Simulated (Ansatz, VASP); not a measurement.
## C in VASP and in Ansatz

The input INCAR:

```
SYSTEM = C
  ALGO = Normal
  EDIFF = 1E-6
  ENCUT = 520
  GGA = PS
  ISIF = 2
  ISMEAR = 0
  LASPH = .True.
  LCHARG = .False.
  LREAL = .False.
  LWAVE = .False.
  NBANDS = 11
  NELM = 60
  PREC = Accurate
  SIGMA = 0.05
```

The input KPOINTS:

```
k-points
0
Gamma
  12 12 12
  0 0 0
```

File POSCAR:

```
C
1.0
    0.0000000000      1.8479807985      1.7058284293
    1.8479807985      0.0000000000      1.7058284293
    1.8479807985      1.8479807985      0.0000000000
C
2
Direct
    0.5000000000      0.5000000000      0.5000000000
    0.7500000000      0.7500000000      0.7500000000
```

Input for Ansatz:

```yaml
crystal:
  lattice:
    - [0.0, 1.8479807985, 1.7058284293]
    - [1.8479807985, 0.0, 1.7058284293]
    - [1.8479807985, 1.8479807985, 0.0]
  atoms:
    - { symbol: C, position: [0.5, 0.5, 0.5] }
    - { symbol: C, position: [0.75, 0.75, 0.75] }
basis:
  ecutwfc: 420
kpoints:
  mp_grid: { grid: [12, 12, 12] }
hamiltonian:
  xc: pbesol
scf:
  occupations: { method: gaussian, width: 0.05 }
output:
  forces: true
  stress: true
  eigenvalues: true
```

Change from the starting cell: strain +0.040 along x and y, -0.040 along z, atoms carried along.

Alike in both runs: task single point; functional PBEsol; k mesh 12 × 12 × 12; occupations gaussian, width 0.05 eV; no spin polarisation.

```csv
,VASP,Ansatz
version,VASP 6.6.1,Ansatz 0.2.0
potentials or method,"VASP PAW PBE potentials, release 64 (C), cutoff 520 eV","scalar-relativistic, plane waves, PAW"
valence electrons in the cell,8,8
```

```tsv
	VASP	Ansatz	Ansatz less VASP
gap on the k mesh at the Fermi level (eV)	2.05	2.06	+0.005
least direct gap on the mesh (eV)	4.16	4.16	+0.001
pressure (GPa)	-14.8	-15.7	-0.90
traceless stress, the component that is largest in VASP (GPa)	43.64	43.68	+0.043
```

VASP's potentials were made for PBE, not for PBEsol.
